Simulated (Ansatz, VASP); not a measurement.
One calculation of SiO2, two programs

Contents of INCAR:

```
SYSTEM = SiO2
PREC     = Accurate       ! precision mode
ENCUT    = 600            ! plane-wave cutoff, eV
EDIFF    = 1E-6           ! SCF threshold, eV
ISMEAR   = 0              ! smearing method
SIGMA    = 0.1            ! smearing width, eV
LREAL    = .FALSE.        ! projectors in reciprocal space
LASPH    = .TRUE.         ! aspherical terms in the spheres
NELM     = 80             ! most SCF steps
ALGO     = Normal         ! electronic algorithm
ISIF     = 3              ! what is computed and relaxed
LWAVE    = .FALSE.        ! write WAVECAR
LCHARG   = .FALSE.        ! write CHGCAR
GGA      = CA             ! functional
IBRION   = 2              ! ionic algorithm
NSW      = 80             ! ionic steps
EDIFFG   = -0.05          ! ionic threshold
```

Contents of KPOINTS:

```
Automatic mesh
0
G
  4 4 6
  0 0 0
```

POSCAR

```
SiO2
1.0
    4.4130595769      0.0000000000      0.0000000000
    0.0000000000      4.4158403681      0.0000000000
    0.0000000000      0.0000000000      2.9817700059
Si O
2 4
Direct
    0.5000000000      0.5000000000      0.5000000000
    0.0000000000      0.0000000000      0.0000000000
    0.3055669690      0.3065721193      0.0000000000
    0.8055669690      0.1934278807      0.5000000000
    0.1944330310      0.8065721193      0.5000000000
    0.6944330310      0.6934278807      0.0000000000
```

Input for Ansatz:

```yaml
crystal:
  lattice:
    - [4.4130595769, 0.0, 0.0]
    - [0.0, 4.4158403681, 0.0]
    - [0.0, 0.0, 2.9817700059]
  atoms:
    - { symbol: Si, position: [0.5, 0.5, 0.5] }
    - { symbol: Si, position: [0.0, 0.0, 0.0] }
    - { symbol: O, position: [0.305566969, 0.3065721193, 0.0] }
    - { symbol: O, position: [0.805566969, 0.1934278807, 0.5] }
    - { symbol: O, position: [0.194433031, 0.8065721193, 0.5] }
    - { symbol: O, position: [0.694433031, 0.6934278807, 0.0] }
basis:
  ecutwfc: 420
kpoints:
  mp_grid: { grid: [4, 4, 6] }
hamiltonian:
  xc: lda
scf:
  occupations: { method: gaussian, width: 0.1 }
output:
  forces: true
  stress: true
  eigenvalues: true
relax:
  adjacent_minimum: "off"
  f_tol: 0.05
  max_steps: 60
  cell: { stress_tol: 0.5 }
```

Alike in both runs: task relaxation of cell and atoms; functional LDA; k mesh 4 × 4 × 6; occupations gaussian, width 0.1 eV; no spin polarisation.

```csv
,VASP,Ansatz
version,VASP 6.6.1,Ansatz 0.2.0
potentials or method,"VASP PAW LDA potentials, release 64 (Si, O), cutoff 600 eV","scalar-relativistic, plane waves, PAW"
valence electrons in the cell,32,32
```

|  | VASP | Ansatz | Ansatz less VASP |
| --- | --- | --- | --- |
| gap on the k mesh at the Fermi level, each at its own relaxed structure (eV) | 5.80 | 5.81 | +0.010 |
| relaxed volume (Å³/atom) | 7.66 | 7.66 | +0.001 |
| relaxed cell length with the largest relative difference (Å) | 2.668 | 2.662 | -0.0063 |

LDA's correlation is that of Perdew and Zunger in VASP and of Perdew and Wang (1992) in Ansatz.

Noted on VASP's run: the volume moved by over 15 % at a fixed basis, so the end points are rough.
